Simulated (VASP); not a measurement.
**Ir: single point with PBEsol**

Ir:

```
Ir
1.0
     0.03452    1.83610    1.83610
     1.85946   -0.09792    1.96854
     1.85946    1.96854   -0.09792
Ir
1
Direct
  0.00000 0.00000 0.00000
```

This cell differs from its parent crystal: strained.

```
Program                : VASP 6.6.1
Task                   : single point
Functional             : PBEsol
Potentials or basis    : VASP PAW PBE potentials, release 64 (Ir)
Cutoff                 : 520 eV
k mesh                 : 18 × 16 × 16
Occupations            : gaussian, width 0.1 eV
Spin                   : no spin polarisation
Dipole correction      : no
Further INCAR settings : ALGO = Fast; EDIFF = 1e-06; NBANDS = 10
```

The pressure is 8.8 GPa.

Stress tensor (GPa, compression positive):
```
13.99 -5.54 -5.54
-5.54  6.13 25.29
-5.54 25.29  6.13
```

Levels at points of the mesh, in eV from the Fermi level:
```csv
k point,band 1,band 2,band 3,band 4,band 5,band 6,band 7,band 8
"(0.00, 0.00, 0.00)",-11.23,-4.94,-3.92,-3.06,-1.45,-0.40,14.34,17.76
"(0.50, 0.00, 0.00)",-8.06,-5.16,-3.17,0.10,1.17,1.50,8.70,13.19
"(0.00, 0.50, 0.00)",-8.34,-4.28,-3.36,-1.27,-0.04,1.46,6.83,14.52
"(0.50, 0.50, 0.00)",-8.02,-7.36,0.40,1.45,1.67,1.86,10.46,11.78
"(0.00, 0.50, 0.50)",-8.01,-7.52,1.01,1.57,1.82,2.57,9.03,11.77
"(0.50, 0.50, 0.50)",-8.11,-5.29,-2.75,-0.33,0.84,1.43,8.15,13.55
```

Wall time 87 s on 1 thread of Intel(R) Xeon(R) 6975P-C (Granite Rapids), on a shared host, peak memory 0.29 GiB.

Caveat: the cell differs from its parent crystal (strained); the PAW data sets were made with another functional, which shifts forces and pressure a little; spin-orbit coupling is left out, which moves the levels of the heavy elements.
